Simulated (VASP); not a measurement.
# Ta (I4/mmm) in VASP: a series of runs, part 2 of 2

VASP 6.6.1. The steps go on from the part before.

## (4) Single point, PBEsol (19.77 Å³/atom)

This run uses another cell than the first one, of 19.77 Å³/atom.

INCAR reads:

```
  PREC = Accurate
  ENCUT = 520
  EDIFF = 1E-6
  ISMEAR = 0
  SIGMA = 0.15
  LREAL = False
  LASPH = True
  NELM = 80
  ALGO = Fast
  ISIF = 2
  LWAVE = False
  LCHARG = False
  GGA = PS
  NBANDS = 12
```

KPOINTS reads:

```
Automatic mesh
0
Gamma
  22 22 22
```

POSCAR reads:

```
Ta
1.0
   -1.7903594365      1.7903594365      1.5418575467
    1.7903594365     -1.7903594365      1.5418575467
    1.7903594365      1.7903594365     -1.5418575467
Ta
1
Direct
    0.0000000000      0.0000000000      0.0000000000
```

Potentials or basis: VASP PAW PBE potentials, release 64 (Ta_pv).

Command:

```bash
> cat potpaw_PBE.64/Ta_pv/POTCAR > POTCAR
> mpirun -np 1 vasp_std > vasp.out
```

OUTCAR:

```text
PREC = Accurate
   ENCUT = 520
   EDIFF = 1E-6
   ISMEAR = 0
   LREAL = False
   LASPH = True
   NELM = 80
   ISIF = 2
   GGA = PS

 ion  position               nearest neighbor table
   1  0.000  0.000  0.000-

  LATTYP: Found a body centered tetragonal cell.
 ALAT       =     3.5807188730
 C/A-ratio  =     0.8612000000

  Lattice vectors:

 A1 = (  -1.7903594365,   1.7903594365,   1.5418575467)
 A2 = (   1.7903594365,  -1.7903594365,   1.5418575467)
 A3 = (   1.7903594365,   1.7903594365,  -1.5418575467)
[... 531 lines left out ...]
      3     -28.8724      2.00000
      4       0.7114      2.00000
      5       2.9275      2.00000
      6       5.6841      0.00000
      7       8.0527      0.00000
      8       9.8720      0.00000
      9      10.9339      0.00000
     10      15.3929      0.00000
     11      16.9608      0.00000
     12      19.5591      0.00000

 [... further k-points ...]
[... 5 lines left out ...]
  --------------------------------------------------------------------------------------
  -------------------------------------------------------------------------------------
  Total       -2.3921505     -2.3921505     -1.5653985      0.0000000      0.0000000      0.0000000
  in kB     -193.8716799   -193.8716799   -126.8676171      0.0000000      0.0000000      0.0000000
  external PRESSURE =    -171.5369923 kB  Pullay stress =       0.0000000 kB

 VOLUME and BASIS-vectors are now :
 -----------------------------------------------------------------------------
  energy-cutoff  :      520.00
  volume of cell :       19.77
      direct lattice vectors                 reciprocal lattice vectors
    -1.790359436  1.790359436  1.541857547     0.000000000  0.279273530  0.324284173
     1.790359436 -1.790359436  1.541857547     0.279273530  0.000000000  0.324284173
     1.790359436  1.790359436 -1.541857547     0.279273530  0.279273530  0.000000000

 POSITION                                       TOTAL-FORCE (eV/Angst)
 -----------------------------------------------------------------------------------
      0.00000      0.00000      0.00000         0.000000     -0.000000      0.000000
 -----------------------------------------------------------------------------------
    total drift:                                0.000000      0.000000      0.000000

  FREE ENERGIE OF THE ION-ELECTRON SYSTEM (eV)
  ---------------------------------------------------
  free  energy   TOTEN  =       -12.3768140751 eV

  energy  without entropy=      -12.3618917741  energy(sigma->0) =      -12.36935292
```

stdout:

```text
POSCAR found type information on POSCAR Ta
 POSCAR found :  1 types and       1 ions
 scaLAPACK will be used
 -----------------------------------------------------------------------------
|                                                                             |
|                                                                             |
|     You enforced a specific xc type in the INCAR file but a different       |
|     I HOPE YOU KNOW WHAT YOU ARE DOING!                                     |
|                                                                             |
 -----------------------------------------------------------------------------

 LDA part: xc-table for (Slater+PW92), standard interpolation
 POSCAR, INCAR and KPOINTS ok, starting setup
 FFT: planning ... GRIDC
 FFT: planning ... GRID_SOFT
 FFT: planning ... GRID
 WAVECAR not read
 entering main loop
WARNING in EDDRMM: call to ZHEGV failed, returncode =   8  4     11
WARNING in EDDRMM: call to ZHEGV failed, returncode =   8  4     11
WARNING in EDDRMM: call to ZHEGV failed, returncode =   6  3     12
```

It took 6.9 min on 1 thread of AMD EPYC 7R43 (Zen 3), shared host; peak memory 0.26 GiB.

Results:

* Free energy: -12.3768 eV
* Pressure: -17.2 GPa
* Band gap on the k mesh: zero (an odd number of electrons rules out a gap without spin polarisation)

Levels at points of the mesh, in eV from the Fermi level:
| k point | band 1 | band 2 | band 3 | band 4 | band 5 | band 6 | band 7 | band 8 | band 9 | band 10 |
| --- | --- | --- | --- | --- | --- | --- | --- | --- | --- | --- |
| (0.00, 0.00, 0.00) | -33.51 | -33.51 | -33.47 | -7.67 | -0.42 | 1.41 | 1.41 | 2.13 | 4.54 | 13.78 |
| (0.50, 0.00, 0.00) | -34.37 | -33.80 | -33.58 | -4.02 | -1.89 | 1.56 | 3.27 | 5.63 | 6.66 | 10.44 |
| (0.50, 0.50, 0.00) | -34.37 | -33.67 | -33.47 | -4.25 | -0.03 | 0.52 | 1.86 | 3.58 | 6.58 | 9.63 |
| (0.50, 0.50, 0.50) | -34.18 | -34.18 | -33.90 | -3.55 | -3.28 | 5.90 | 5.90 | 6.40 | 6.55 | 6.55 |

Caveat: the cell stands under tension; the PAW data sets were made with another functional, which shifts forces and pressure a little; spin-orbit coupling is left out, which moves the levels of the heavy elements.

## (5) Single point, PBEsol (17.65 Å³/atom)

This run uses another cell than the first one, of 17.65 Å³/atom.

INCAR reads:

```
SYSTEM = Ta
PREC = Accurate
ENCUT = 520
EDIFF = 1E-7
ISMEAR = 0
SIGMA = 0.15
LREAL = .FALSE.
LASPH = .TRUE.
NELM = 60
ALGO = Fast
ISIF = 2
LWAVE = .FALSE.
LCHARG = .FALSE.
GGA = PS
NBANDS = 12
```

KPOINTS reads:

```
Automatic mesh
0
G
  22 22 22
  0 0 0
```

POSCAR reads:

```
Ta
1.0
   -1.5998718437      1.5998718437      1.7240218987
    1.5998718437     -1.5998718437      1.7240218987
    1.5998718437      1.5998718437     -1.7240218987
Ta
1
Direct
    0.0000000000      0.0000000000      0.0000000000
```

Command:

```bash
> cat potpaw_PBE.64/Ta_pv/POTCAR > POTCAR
> mpirun -np 1 vasp_std > vasp.out
```

It took 2.2 min on 1 thread of AMD EPYC 9R45 (Zen 5), shared host; peak memory 0.25 GiB.

Results (log left out):

```yaml
Free_energy: -12.5349 eV
Pressure: 1.0 GPa
Band_gap_on_the_k_mesh: zero (an odd number of electrons rules out a gap without spin polarisation)
```

Stress tensor (GPa, compression positive):
```
 3.78  0.00  0.00
 0.00  3.78  0.00
 0.00  0.00 -4.64
```

Levels at points of the mesh, in eV from the Fermi level:
```csv
k point,band 1,band 2,band 3,band 4,band 5,band 6,band 7,band 8,band 9,band 10
"(0.00, 0.00, 0.00)",-32.97,-32.96,-32.96,-8.03,0.45,0.45,1.37,3.35,4.61,14.31
"(0.50, 0.00, 0.00)",-34.23,-33.33,-32.97,-4.51,-1.27,1.53,3.21,5.11,7.84,11.83
"(0.50, 0.50, 0.00)",-34.20,-33.42,-33.03,-4.48,-2.23,2.07,4.79,5.45,8.11,11.85
"(0.50, 0.50, 0.50)",-33.96,-33.77,-33.77,-4.07,-3.83,6.79,7.11,7.11,7.58,9.48
```

Caveat: the PAW data sets were made with another functional, which shifts forces and pressure a little; spin-orbit coupling is left out, which moves the levels of the heavy elements.

## (6) Single point, PBEsol (17.65 Å³/atom)

This run uses another cell than the first one, of 17.65 Å³/atom.

INCAR reads:

```
SYSTEM = Ta
PREC = Accurate ; ENCUT = 520
EDIFF = 1E-7 ; ISMEAR = 0
SIGMA = 0.15 ; LREAL = .False.
LASPH = .True. ; NELM = 100
ALGO = Fast ; ISIF = 2
LWAVE = .False. ; LCHARG = .True.
GGA = PS ; LELF = .True.
LVHAR = .True. ; NBANDS = 12
```

KPOINTS reads:

```
Automatic mesh
0
Gamma
  22 22 22
  0 0 0
```

POSCAR reads:

```
Ta
1.0
   -1.5221258959      1.5221258959      1.9046361335
    1.5221258959     -1.5221258959      1.9046361335
    1.5221258959      1.5221258959     -1.9046361335
Ta
1
Direct
    0.0000000000      0.0000000000      0.0000000000
```

Potentials or basis: VASP PAW PBE potentials, release 64 (Ta_pv).

Command:

```bash
> cat potpaw_PBE.64/Ta_pv/POTCAR > POTCAR
> mpirun -np 1 vasp_std > vasp.out
```

OUTCAR:

```text
SYSTEM = Ta
   PREC = Accurate
   ENCUT = 520
   EDIFF = 1E-7
   ISMEAR = 0
   LREAL = .False.
   LASPH = .True.
   NELM = 100
   ISIF = 2
   GGA = PS

 ion  position               nearest neighbor table
   1  0.000  0.000  0.000-

  LATTYP: Found a body centered tetragonal cell.
 ALAT       =     3.0442517918
 C/A-ratio  =     1.2513000000

  Lattice vectors:

 A1 = (  -1.5221258959,   1.5221258959,   1.9046361335)
 A2 = (   1.5221258959,  -1.5221258959,   1.9046361335)
 A3 = (   1.5221258959,   1.5221258959,  -1.9046361335)

Analysis of symmetry for initial positions (statically):
=====================================================================
 Subroutine PRICEL returns:
 Original cell was already a primitive cell.

 Routine SETGRP: Setting up the symmetry group for a
 body centered tetragonal supercell.

 Subroutine GETGRP returns: Found 16 space group operations
 (whereof 16 operations were pure point group operations)
 out of a pool of 16 trial point group operations.

The static configuration has the point symmetry D_4h.

Analysis of symmetry for dynamics (positions and initial velocities):
=====================================================================
 Subroutine PRICEL returns:
 Original cell was already a primitive cell.

 Routine SETGRP: Setting up the symmetry group for a
 body centered tetragonal supercell.

 Subroutine GETGRP returns: Found 16 space group operations
 (whereof 16 operations were pure point group operations)
 out of a pool of 16 trial point group operations.

The dynamic configuration has the point symmetry D_4h.

 Subroutine INISYM returns: Found 16 space group operations
 (whereof 16 operations are pure point group operations),
 and found     1 'primitive' translations

----------------------------------------------------------------------------------------

                                     Primitive cell
[... 111 lines left out ...]
  Fermi-wavevector in a.u.,A,eV,Ry     =   1.398346  2.642491 26.604448  1.955372
  Thomas-Fermi vector in A             =   2.521513
   LORBIT       =      0    0 simple, 1 ext, 2 COOP (PROOUT), +10 PAW based schemes
   GGA     = PS    functional components
   LHFCALC =     F    Hartree Fock is set to
   AEXX    =    0.0000 exact exchange contribution
   IVDW    =     0    specifies the selected vdW correction
   LEPSILON=     F    determine dielectric tensor
   LRPA    =     F    only Hartree local field effects (RPA)
 non-spin polarized calculation
 RMM-DIIS sequential band-by-band and
 Gauss-broadening in eV      SIGMA  =   0.15
  energy-cutoff  :      520.00
  volume of cell :       17.65
 maximum number of plane-waves:       495
 NGX is ok and might be reduce to    24
   NGX = 11   NGY = 11   NGZ = 11

 number of electron      10.9999999 magnetization

 Free energy of the ion-electron system (eV)
  ---------------------------------------------------
  ext. energy  EPLUGINS =         0.00000000
  ---------------------------------------------------
  free energy    TOTEN  =       -12.37704711 eV

  energy without entropy =      -12.36278099  energy(sigma->0) =      -12.36991405

 E-fermi :   5.7388     XC(G=0): -12.8318

 val. band max:        5.7353141040   @ k =  -0.3636   0.2727   0.0000
 cond. band min:       5.7395717239   @ k =  -0.1364  -0.1364   0.0909
 fundamental gap:      0.0042576199
 Fermi energy:         5.7387563998

 k-point     1 :       0.0000    0.0000    0.0000
  band No.  band energies     occupation
      1     -27.4678      2.00000
      2     -27.4521      2.00000
      3     -27.4521      2.00000
      4      -2.5225      2.00000
      5       5.9051      0.11678
      6       5.9051      0.11678
      7       7.4385      0.00000
      8       8.3274      0.00000
      9      10.3617      0.00000
     10      18.8092      0.00000
     11      22.4189      0.00000
     12      22.4189      0.00000
[... 331 lines left out ...]
 k-point    24 :      -0.4545    0.0455    0.0000
  band No.  band energies     occupation
      1     -28.6726      2.00000
      2     -27.7195      2.00000
      3     -27.5367      2.00000
      4       1.0414      2.00000
      5       5.1650      2.00000
      6       6.3069      0.00000
      7       7.2731      0.00000
      8      11.3734      0.00000
      9      12.3231      0.00000
     10      17.0426      0.00000
     11      18.6284      0.00000
     12      20.2251      0.00000

 [... further k-points ...]
[... 5 lines left out ...]
  --------------------------------------------------------------------------------------
  -------------------------------------------------------------------------------------
  Total        1.1227309      1.1227309     -0.8005946      0.0000000     -0.0000000      0.0000000
  in kB      101.9091322    101.9091322    -72.6691529      0.0000000     -0.0000000      0.0000000
  external PRESSURE =      43.7163705 kB  Pullay stress =       0.0000000 kB

 VOLUME and BASIS-vectors are now :
 -----------------------------------------------------------------------------
  energy-cutoff  :      520.00
  volume of cell :       17.65
      direct lattice vectors                 reciprocal lattice vectors
    -1.522125896  1.522125896  1.904636133     0.000000000  0.328487940  0.262517334
     1.522125896 -1.522125896  1.904636133     0.328487940  0.000000000  0.262517334
     1.522125896  1.522125896 -1.904636133     0.328487940  0.328487940  0.000000000

 POSITION                                       TOTAL-FORCE (eV/Angst)
 -----------------------------------------------------------------------------------
      0.00000      0.00000      0.00000         0.000000     -0.000000     -0.000000
 -----------------------------------------------------------------------------------
    total drift:                               -0.000000      0.000000      0.000000

  FREE ENERGIE OF THE ION-ELECTRON SYSTEM (eV)
  ---------------------------------------------------
  free  energy   TOTEN  =       -12.3770471105 eV

  energy  without entropy=      -12.3627809932  energy(sigma->0) =      -12.36991405
```

OSZICAR:

```text
N       E                     dE             d eps       ncg     rms          rms(c)
DAV:   1     0.603934231061E+02    0.60393E+02   -0.61208E+03 20084   0.881E+02
DAV:   2    -0.118656187201E+02   -0.72259E+02   -0.70448E+02 22096   0.246E+02
DAV:   3    -0.128752265716E+02   -0.10096E+01   -0.99876E+00 24276   0.274E+01
DAV:   4    -0.128779102552E+02   -0.26837E-02   -0.26834E-02 22012   0.155E+00
DAV:   5    -0.128779184016E+02   -0.81464E-05   -0.81461E-05 24048   0.823E-02    0.141E+01
RMM:   6    -0.124979366903E+02    0.37998E+00   -0.25763E-01 21571   0.415E+00    0.690E+00
RMM:   7    -0.123779880282E+02    0.11995E+00   -0.27755E-01 22705   0.416E+00    0.325E-01
RMM:   8    -0.123769987944E+02    0.98923E-03   -0.10816E-02 24761   0.984E-01    0.296E-01
RMM:   9    -0.123770770460E+02   -0.78252E-04   -0.12949E-03 25373   0.332E-01    0.586E-02
RMM:  10    -0.123770472534E+02    0.29793E-04   -0.16811E-04 25647   0.126E-01    0.879E-03
RMM:  11    -0.123770466915E+02    0.56189E-06   -0.26012E-05 26323   0.469E-02    0.394E-03
RMM:  12    -0.123770469800E+02   -0.28853E-06   -0.26477E-06 25772   0.128E-02    0.221E-03
RMM:  13    -0.123770470966E+02   -0.11656E-06   -0.58849E-07 22761   0.621E-03    0.125E-03
RMM:  14    -0.123770471105E+02   -0.13957E-07   -0.73647E-08 17782   0.195E-03
   1 F= -.12377047E+02 E0= -.12369914E+02  d E =-.142661E-01
```

stdout:

```text
POSCAR found type information on POSCAR Ta
 POSCAR found :  1 types and       1 ions
 scaLAPACK will be used
 -----------------------------------------------------------------------------
|                                                                             |
|                                                                             |
|     You enforced a specific xc type in the INCAR file but a different       |
|     I HOPE YOU KNOW WHAT YOU ARE DOING!                                     |
|                                                                             |
 -----------------------------------------------------------------------------

 LDA part: xc-table for (Slater+PW92), standard interpolation
 POSCAR, INCAR and KPOINTS ok, starting setup
 FFT: planning ... GRIDC
 FFT: planning ... GRID_SOFT
 FFT: planning ... GRID
 WAVECAR not read
 entering main loop
WARNING in EDDRMM: call to ZHEGV failed, returncode =   6  3     11
WARNING in EDDRMM: call to ZHEGV failed, returncode =   8  4     12
WARNING in EDDRMM: call to ZHEGV failed, returncode =   8  4     11
WARNING in EDDRMM: call to ZHEGV failed, returncode =   6  3     11
WARNING in EDDRMM: call to ZHEGV failed, returncode =   6  3     12
WARNING in EDDRMM: call to ZHEGV failed, returncode =   6  3     12
WARNING in EDDRMM: call to ZHEGV failed, returncode =   6  3     12
WARNING in EDDRMM: call to ZHEGV failed, returncode =   6  3     11
WARNING in EDDRMM: call to ZHEGV failed, returncode =   8  4     12
WARNING in EDDRMM: call to ZHEGV failed, returncode =   8  4     12
WARNING in EDDRMM: call to ZHEGV failed, returncode =   8  4     12
WARNING in EDDRMM: call to ZHEGV failed, returncode =   8  4     12
```

Wall time 2.1 min (1 thread of AMD EPYC 9R45 (Zen 5), shared host); peak memory 0.25 GiB.

What came out:

| Property | Result |
| --- | --- |
| Free energy | -12.3770 eV |
| Pressure | 4.4 GPa |
| Band gap on the k mesh | zero (an odd number of electrons rules out a gap without spin polarisation) |

Caveat: the cell stands under pressure; the PAW data sets were made with another functional, which shifts forces and pressure a little; spin-orbit coupling is left out, which moves the levels of the heavy elements.

## (7) Summary

| cell | further INCAR settings | gap on the mesh (eV) | pressure (GPa) |
| --- | --- | --- | --- |
| a = 2.918 Å, angles 111.6, 111.6, 105.4°, 1 atom | ALGO = Fast; EDIFF = 1e-06; NBANDS = 12 | none | -13.2 |
| a = 2.965 Å, angles 113.7, 113.7, 101.2°, 1 atom | ALGO = Fast; EDIFF = 1e-06; NBANDS = 12 | none | -17.4 |
| a = 2.964 Å, angles 105.7, 105.7, 117.3°, 1 atom | ALGO = Fast; EDIFF = 1e-06; NBANDS = 12 | none | -17.2 |
| a = 2.845 Å, angles 111.6, 111.6, 105.4°, 1 atom | ALGO = Fast; EDIFF = 1e-07; NBANDS = 12 | none | 1.0 |
| a = 2.874 Å, angles 116.0, 116.0, 97.0°, 1 atom | ALGO = Fast; EDIFF = 1e-07; NBANDS = 12 | none | 4.4 |

Alike in all rows: task single point; level PBEsol; potentials or basis VASP PAW PBE potentials, release 64 (Ta_pv); no spin polarisation; k mesh 22 × 22 × 22; cutoff (eV) 520; smearing gaussian 0.15 eV.

Caveats: the PAW data sets were made with another functional, which shifts forces and pressure a little; spin-orbit coupling is left out, which moves the levels of the heavy elements; the cell stands under tension (at least some runs); the cell stands under pressure (at least some runs).

Total energies depend on the potentials used, so only differences within one code and one set of settings carry meaning.
